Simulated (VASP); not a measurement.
# Ca (Fm-3m) in VASP: a series of runs, part 2 of 2

VASP 6.6.1.

**3. Single point, LDA (volume scaled by 0.4)**

INCAR

```
PREC = Accurate
ENCUT = 520
EDIFF = 1E-6
ISMEAR = -1
SIGMA = 0.08
LREAL = False
LASPH = True
NELM = 80
ALGO = Normal
ISIF = 2
LWAVE = False
LCHARG = False
GGA = CA
NBANDS = 11
```

KPOINTS

```
regular mesh
0
Gamma
  12 12 12
```

POSCAR

```
Ca
1.0
    0.0000000000      1.9683518385      1.9683518385
    1.9683518385      0.0000000000      1.9683518385
    1.9683518385      1.9683518385      0.0000000000
Ca
1
Direct
    0.0000000000      0.0000000000      0.0000000000
```

Potentials or basis: VASP PAW LDA potentials, release 64 (Ca_sv).

Run with:

```sh
cat potpaw_LDA.64/Ca_sv/POTCAR > POTCAR
mpirun -np 1 vasp_std > vasp.out
```

OUTCAR:

```text
PREC = Accurate
   ENCUT = 520
   EDIFF = 1E-6
   ISMEAR = -1
   LREAL = False
   LASPH = True
   NELM = 80
   ISIF = 2
   GGA = CA

 ion  position               nearest neighbor table
   1  0.000  0.000  0.000-

  LATTYP: Found a face centered cubic cell.
 ALAT       =     3.9367036770

  Lattice vectors:

 A1 = (   0.0000000000,   1.9683518385,   1.9683518385)
 A2 = (   1.9683518385,   0.0000000000,   1.9683518385)
 A3 = (   1.9683518385,   1.9683518385,   0.0000000000)

Analysis of symmetry for initial positions (statically):
=====================================================================
 Subroutine PRICEL returns:
 Original cell was already a primitive cell.

 Routine SETGRP: Setting up the symmetry group for a
 face centered cubic supercell.

 Subroutine GETGRP returns: Found 48 space group operations
 (whereof 48 operations were pure point group operations)
 out of a pool of 48 trial point group operations.

The static configuration has the point symmetry O_h .

Analysis of symmetry for dynamics (positions and initial velocities):
=====================================================================
 Subroutine PRICEL returns:
 Original cell was already a primitive cell.

 Routine SETGRP: Setting up the symmetry group for a
 face centered cubic supercell.

 Subroutine GETGRP returns: Found 48 space group operations
 (whereof 48 operations were pure point group operations)
 out of a pool of 48 trial point group operations.

The dynamic configuration has the point symmetry O_h .

 Subroutine INISYM returns: Found 48 space group operations
 (whereof 48 operations are pure point group operations),
 and found     1 'primitive' translations

----------------------------------------------------------------------------------------

                                     Primitive cell

  volume of cell :      15.2524

  direct lattice vectors                    reciprocal lattice vectors
     0.000000000  1.968351839  1.968351839    -0.254019627  0.254019627  0.254019627
     1.968351839  0.000000000  1.968351839     0.254019627 -0.254019627  0.254019627
     1.968351839  1.968351839  0.000000000     0.254019627  0.254019627 -0.254019627

  length of vectors
     2.783669866  2.783669866  2.783669866     0.439974900  0.439974900  0.439974900

  position of ions in fractional coordinates (direct lattice)
     0.000000000  0.000000000  0.000000000

  ion indices of the primitive-cell ions
   primitive index   ion index
                 1           1

----------------------------------------------------------------------------------------

 KPOINTS: regular mesh

Automatic generation of k-mesh.
 Grid dimensions read from file:
 generate k-points for:   12   12   12

 Generating k-lattice:

  Cartesian coordinates                     Fractional coordinates (reciprocal lattice)
    -0.021168302  0.021168302  0.021168302     0.083333333  0.000000000  0.000000000
     0.021168302 -0.021168302  0.021168302     0.000000000  0.083333333  0.000000000
     0.021168302  0.021168302 -0.021168302     0.000000000  0.000000000  0.083333333

  Length of vectors
     0.036664575  0.036664575  0.036664575

  Shift w.r.t. Gamma in fractional coordinates (k-lattice)
     0.000000000  0.000000000  0.000000000

 Subroutine IBZKPT returns following result:
 ===========================================

 Found     72 irreducible k-points:

 Following reciprocal coordinates:
            Coordinates               Weight
  0.000000  0.000000  0.000000      1.000000
  0.083333  0.000000  0.000000      8.000000
  0.166667  0.000000  0.000000      8.000000
  0.250000  0.000000  0.000000      8.000000
  0.333333  0.000000  0.000000      8.000000
  0.416667  0.000000  0.000000      8.000000
[... 16 lines left out ...]
  0.500000  0.166667  0.000000     24.000000
 -0.416667  0.166667  0.000000     24.000000
 [... further k-points ...]
   k-points           NKPTS =     72   k-points in BZ     NKDIM =     72   number of bands    NBANDS=     11
   number of dos      NEDOS =    301   number of ions     NIONS =      1
   total plane-waves  NPLWV =  13824
   dimension x,y,z NGX =    24 NGY =   24 NGZ =   24
   dimension x,y,z NGXF=    48 NGYF=   48 NGZF=   48
   ions per type =               1
   NGX,Y,Z   is equivalent  to a cutoff of  14.33, 14.33, 14.33 a.u.
   NGXF,Y,Z  is equivalent  to a cutoff of  28.67, 28.67, 28.67 a.u.
 SYSTEM =  unknown system
   PREC   = accura    normal or accurate (medium, high low for compatibility)
   ISTART =      0    job   : 0-new  1-cont  2-samecut
   ICHARG =      2    charge: 1-file 2-atom 10-const
   ISPIN  =      1    spin polarized calculation?
   LNONCOLLINEAR =      F non collinear calculations
   LSORBIT =      F    spin-orbit coupling
   LASPH  =      T    aspherical Exc in radial PAW
   ENCUT  =  520.0 eV  38.22 Ry    6.18 a.u.   5.18  5.18  5.18*2*pi/ulx,y,z
   NELM   =     80;   NELMIN=  2; NELMDL= -5     # of ELM steps
   EDIFF  = 0.1E-05   stopping-criterion for ELM
   LREAL  =      F    real-space projection
   EDIFFG = 0.1E-04   stopping-criterion for IOM
   NSW    =      0    number of steps for IOM
   IBRION =     -1    ionic relax: 0-MD 1-quasi-New 2-CG
   NFREE  =      0    steps in history (QN), initial steepest desc. (CG)
   ISIF   =      2    stress and relaxation
   ISYM   =      2    0-nonsym 1-usesym 2-fastsym
   POTIM  = 0.5000    time-step for ionic-motion
   TEBEG  =    0.0;   TEEND  =   0.0 temperature during run
   PSTRESS=    0.0 pullay stress
   NELECT =      10.0000    total number of electrons
   NUPDOWN=      -1.0000    fix difference up-down
   EMIN   =  10.00;   EMAX   =-10.00  energy-range for DOS
   EFERMI =   0.00;   METHOD = LEGACY
   ISMEAR =    -1;   SIGMA  =   0.08  broadening in eV -4-tet -1-fermi 0-gaus
   EFERMI_NEDOS =   21; number of points for ismear=-14 and -15
   IALGO  =     38    algorithm
   IMIX   =      4    mixing-type and parameters
     AMIX     =   0.40;   BMIX     =  1.00
     AMIX_MAG =   1.60;   BMIX_MAG =  1.00
  volume/ion in A,a.u.               =      15.25       102.93
  Fermi-wavevector in a.u.,A,eV,Ry     =   1.422205  2.687577 27.520044  2.022666
  Thomas-Fermi vector in A             =   2.542933
   LORBIT       =      0    0 simple, 1 ext, 2 COOP (PROOUT), +10 PAW based schemes
   GGA     = CA    functional components
   LHFCALC =     F    Hartree Fock is set to
   AEXX    =    0.0000 exact exchange contribution
   IVDW    =     0    specifies the selected vdW correction
   LEPSILON=     F    determine dielectric tensor
   LRPA    =     F    only Hartree local field effects (RPA)
 non-spin polarized calculation
  energy-cutoff  :      520.00
  volume of cell :       15.25
 maximum number of plane-waves:       424
 NGX is ok and might be reduce to    24
   NGX = 11   NGY = 11   NGZ = 11

 number of electron      10.0000000 magnetization

 Free energy of the ion-electron system (eV)
  ---------------------------------------------------
  ext. energy  EPLUGINS =         0.00000000
  ---------------------------------------------------
  free energy    TOTEN  =         0.26933589 eV

  energy without entropy =        0.28797366  energy(sigma->0) =        0.27865477

 E-fermi :   7.5271     XC(G=0): -12.0652

 val. band max:        7.5021917587   @ k =   0.4167   0.3333   0.0833
 cond. band min:       7.6649552348   @ k =   0.5000   0.3333   0.0833
 fundamental gap:      0.1627634761
 Fermi energy:         7.5270710534

 k-point     1 :       0.0000    0.0000    0.0000
  band No.  band energies     occupation
      1     -32.8851      2.00000
      2     -12.4151      2.00000
      3     -12.4151      2.00000
      4     -12.4151      2.00000
      5       3.6623      2.00000
      6      10.9110      0.00000
      7      10.9110      0.00000
      8      10.9110      0.00000
      9      14.0961      0.00000
     10      14.0961      0.00000
     11      22.4917      0.00000
[... 309 lines left out ...]
 k-point    24 :      -0.4167    0.1667    0.0000
  band No.  band energies     occupation
      1     -32.0030      2.00000
      2     -15.2032      2.00000
      3     -13.3619      2.00000
      4     -12.8693      2.00000
      5       7.0890      1.99167
      6       8.9373      0.00000
      7      11.0331      0.00000
      8      11.4504      0.00000
      9      15.7099      0.00000
     10      17.8666      0.00000
     11      22.2244      0.00000

 [... further k-points ...]

------------------------ aborting loop because EDIFF is reached ----------------------------------------

  FORCE on cell =-STRESS in cart. coord.  units (eV):
  Direction    XX          YY          ZZ          XY          YZ          ZX
  --------------------------------------------------------------------------------------
  -------------------------------------------------------------------------------------
  Total        5.5874862      5.5874862      5.5874862     -0.0000000      0.0000000     -0.0000000
  in kB      586.9334481    586.9334481    586.9334481     -0.0000000      0.0000000     -0.0000000
  external PRESSURE =     586.9334481 kB  Pullay stress =       0.0000000 kB

 VOLUME and BASIS-vectors are now :
 -----------------------------------------------------------------------------
  energy-cutoff  :      520.00
  volume of cell :       15.25
      direct lattice vectors                 reciprocal lattice vectors
     0.000000000  1.968351839  1.968351839    -0.254019627  0.254019627  0.254019627
     1.968351839  0.000000000  1.968351839     0.254019627 -0.254019627  0.254019627
     1.968351839  1.968351839  0.000000000     0.254019627  0.254019627 -0.254019627

 POSITION                                       TOTAL-FORCE (eV/Angst)
 -----------------------------------------------------------------------------------
      0.00000      0.00000      0.00000         0.000000     -0.000000      0.000000
 -----------------------------------------------------------------------------------
    total drift:                               -0.000000      0.000000      0.000000

  FREE ENERGIE OF THE ION-ELECTRON SYSTEM (eV)
  ---------------------------------------------------
  free  energy   TOTEN  =         0.2693358893 eV

  energy  without entropy=        0.2879736582  energy(sigma->0) =        0.27865477
```

Run time: 5.5 s. Hardware: 1 thread of AMD EPYC 9R45 (Zen 5), shared host; peak memory 0.1 GiB.

What came out:

```
Free energy            : 0.2693 eV
Pressure               : 58.7 GPa
Band gap on the k mesh : zero (band 5 reaches 8.17 eV, above the bottom of band 6 at 6.38 eV)
```

**4. Single point, LDA (volume scaled by 0.4, source ansatz)**

INCAR

```
SYSTEM = Ca
PREC     = Accurate       ! precision mode
ENCUT    = 520            ! plane-wave cutoff, eV
EDIFF    = 1E-6           ! SCF threshold, eV
ISMEAR   = -1             ! smearing method
SIGMA    = 0.08           ! smearing width, eV
LREAL    = .FALSE.        ! projectors in reciprocal space
LASPH    = .TRUE.         ! aspherical terms in the spheres
NELM     = 60             ! most SCF steps
ALGO     = Normal         ! electronic algorithm
ISIF     = 2              ! what is computed and relaxed
LWAVE    = .FALSE.        ! write WAVECAR
LCHARG   = .FALSE.        ! write CHGCAR
GGA      = CA             ! functional
NBANDS   = 11             ! bands
```

KPOINTS

```
regular mesh
0
G
  12 12 12
  0 0 0
```

POSCAR is that of step 3.

Run with:

```sh
cat potpaw_LDA.64/Ca_sv/POTCAR > POTCAR
mpirun -np 1 vasp_std > vasp.out
```

Run time: 5.7 s. Hardware: 1 thread of AMD EPYC 9R45 (Zen 5), shared host; peak memory 0.11 GiB.

The run converged. Its results:

```yaml
Free_energy: 0.2693 eV
Pressure: 58.7 GPa
Band_gap_on_the_k_mesh: zero (band 5 reaches 8.17 eV, above the bottom of band 6 at 6.38 eV)
```

Levels at points of the mesh, in eV from the Fermi level:
| k point | band 2 | band 3 | band 4 | band 5 | band 6 | band 7 | band 8 | band 9 |
| --- | --- | --- | --- | --- | --- | --- | --- | --- |
| (0.00, 0.00, 0.00) | -19.94 | -19.94 | -19.94 | -3.86 | 3.38 | 3.38 | 3.38 | 6.57 |
| (0.50, 0.00, 0.00) | -23.01 | -20.29 | -20.29 | -1.48 | 3.02 | 3.02 | 4.24 | 8.73 |
| (0.50, 0.50, 0.00) | -22.73 | -20.95 | -20.95 | -2.48 | -1.14 | 7.15 | 8.75 | 9.34 |

**5. Single point, LDA (volume scaled by 0.45)**

INCAR

```
ALGO = Normal ; EDIFF = 1E-7
ENCUT = 520 ; ISIF = 2
ISMEAR = -1 ; LASPH = True
LCHARG = False ; LREAL = False
LWAVE = False ; NBANDS = 11
NELM = 80 ; PREC = Accurate
SIGMA = 0.08
```

KPOINTS

```
k-points
0
Gamma
  12 12 12
```

POSCAR

```
Ca
1.0
    0.0000000000      2.0471684087      2.0471684087
    2.0471684087      0.0000000000      2.0471684087
    2.0471684087      2.0471684087      0.0000000000
Ca
1
Direct
    0.0000000000      0.0000000000      0.0000000000
```

Run with:

```sh
cat potpaw_LDA.64/Ca_sv/POTCAR > POTCAR
mpirun -np 1 vasp_std > vasp.out
```

Run time: 6.5 s. Hardware: 1 thread of AMD EPYC 9R45 (Zen 5), shared host; peak memory 0.1 GiB.

The run converged. Its results:

- Free energy: -0.3453 eV
- Pressure: 45.6 GPa
- Band gap on the k mesh: zero (band 5 reaches 7.10 eV, above the bottom of band 6 at 5.84 eV)

Levels at points of the mesh, in eV from the Fermi level:
| k point | band 1 | band 2 | band 3 | band 4 | band 5 | band 6 | band 7 | band 8 | band 9 | band 10 |
| --- | --- | --- | --- | --- | --- | --- | --- | --- | --- | --- |
| (0.00, 0.00, 0.00) | -40.26 | -20.31 | -20.31 | -20.31 | -4.28 | 3.30 | 3.30 | 3.30 | 6.14 | 6.14 |
| (0.50, 0.00, 0.00) | -39.71 | -22.62 | -20.57 | -20.57 | -1.43 | 2.98 | 2.98 | 3.20 | 8.05 | 8.05 |
| (0.50, 0.50, 0.00) | -39.53 | -22.42 | -21.07 | -21.07 | -2.10 | -0.79 | 5.78 | 8.07 | 8.59 | 8.59 |

**6. Single point, LDA (volume scaled by 0.55)**

INCAR

```
SYSTEM = Ca
PREC     = Accurate       ! precision mode
ENCUT    = 520            ! plane-wave cutoff, eV
EDIFF    = 1E-6           ! SCF threshold, eV
ISMEAR   = -1             ! smearing method
SIGMA    = 0.08           ! smearing width, eV
LREAL    = .False.        ! projectors in reciprocal space
LASPH    = .True.         ! aspherical terms in the spheres
NELM     = 100            ! most SCF steps
ALGO     = Normal         ! electronic algorithm
ISIF     = 2              ! what is computed and relaxed
LWAVE    = .False.        ! write WAVECAR
LCHARG   = .False.        ! write CHGCAR
NBANDS   = 11             ! bands
```

KPOINTS

```
Automatic mesh
0
Gamma
  12 12 12
  0 0 0
```

POSCAR

```
Ca
1.0
    0.0000000000      2.1887876501      2.1887876501
    2.1887876501      0.0000000000      2.1887876501
    2.1887876501      2.1887876501      0.0000000000
Ca
1
Direct
    0.0000000000      0.0000000000      0.0000000000
```

Potentials or basis: VASP PAW LDA potentials, release 64 (Ca_sv).

Run with:

```sh
cat potpaw_LDA.64/Ca_sv/POTCAR > POTCAR
mpirun -np 1 vasp_std > vasp.out
```

Wall time 6.3 s (1 thread of AMD EPYC 9R45 (Zen 5), shared host); peak memory 0.11 GiB.

Results (log left out):

```
Free energy            : -1.2027 eV
Pressure               : 27.7 GPa
Band gap on the k mesh : zero (band 5 reaches 5.36 eV, above the bottom of band 6 at 4.96 eV)
```

Levels at points of the mesh, in eV from the Fermi level:
| k point | band 1 | band 2 | band 3 | band 4 | band 5 | band 6 | band 7 | band 8 | band 9 | band 10 |
| --- | --- | --- | --- | --- | --- | --- | --- | --- | --- | --- |
| (0.00, 0.00, 0.00) | -40.31 | -20.94 | -20.94 | -20.94 | -4.66 | 3.07 | 3.07 | 3.07 | 5.40 | 5.40 |
| (0.50, 0.00, 0.00) | -40.03 | -22.31 | -21.10 | -21.10 | -1.38 | 1.80 | 2.82 | 2.82 | 6.94 | 6.94 |
| (0.50, 0.50, 0.00) | -39.95 | -22.20 | -21.40 | -21.40 | -1.61 | -0.35 | 3.93 | 6.95 | 7.36 | 7.36 |

**7. Overview**

| cell | gap on the mesh (eV) | pressure (GPa) |
| --- | --- | --- |
| a = 2.784 Å, angles 60.0°, 1 atom | none | 58.7 |
| a = 2.895 Å, angles 60.0°, 1 atom | none | 45.6 |
| a = 3.095 Å, angles 60.0°, 1 atom | none | 27.7 |

Alike in all rows: task single point; level LDA; potentials or basis VASP PAW LDA potentials, release 64 (Ca_sv); no spin polarisation; k mesh 12 × 12 × 12; cutoff (eV) 520; smearing fermi-dirac 0.08 eV.

Absolute energies hang on the potentials; compare differences alone.
